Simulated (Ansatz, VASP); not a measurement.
## AlGa3N4 in VASP and in Ansatz

```
Al Ga N
1.0
     0.00000   -4.46534    0.00000
     0.00000    0.00000   -4.46534
     8.63069    0.00000    0.00000
Al Ga N
2 6 8
Direct
  0.00000 0.00000 0.84214
  0.00000 0.00000 0.32476
  0.50000 0.00000 0.06607
  0.50000 0.00000 0.58345
  0.00000 0.50000 0.06607
  0.00000 0.50000 0.58345
  0.50000 0.50000 0.84214
  0.50000 0.50000 0.32476
  0.24465 0.75535 0.19818
  0.24465 0.75535 0.71556
  0.75535 0.24465 0.19818
  0.75535 0.24465 0.71556
  0.24465 0.24465 0.96872
  0.24465 0.24465 0.45134
  0.75535 0.75535 0.96872
  0.75535 0.75535 0.45134
```

Alike in both runs: task single point; functional r2SCAN; k mesh 5 × 5 × 3; occupations gaussian, width 0.05 eV; no spin polarisation.

|  | VASP | Ansatz |
| --- | --- | --- |
| version | VASP 6.6.1 | Ansatz 0.2.0 |
| potentials or method | VASP PAW PBE potentials, release 64 (Al, Ga_d, N), cutoff 520 eV | scalar-relativistic, plane waves, PAW |
| valence electrons in the cell | 124 | 124 |

Ansatz gave:

| Property | Result |
| --- | --- |
| gap on the k mesh at the Fermi level (eV) | 2.77 |
| least direct gap on the mesh (eV) | 2.77 |
| pressure (GPa) | 8.8 |
| traceless stress, the component that is largest in VASP (GPa) | -4.74 |
| rms of the force components (eV/Å) | 1.174 |

Task: Which values does VASP return?

Result: gap on the k mesh at the Fermi level (eV): 2.76; least direct gap on the mesh (eV): 2.76; pressure (GPa): 9.6; traceless stress, the component that is largest in VASP (GPa): -4.86; rms of the force components (eV/Å): 1.195.

VASP's potentials were made for PBE, not for r2SCAN. Atom by atom the forces differ by 0.038 eV/Å (rms over components). With one functional, cell and mesh, what is left measures potentials, basis and numerics.
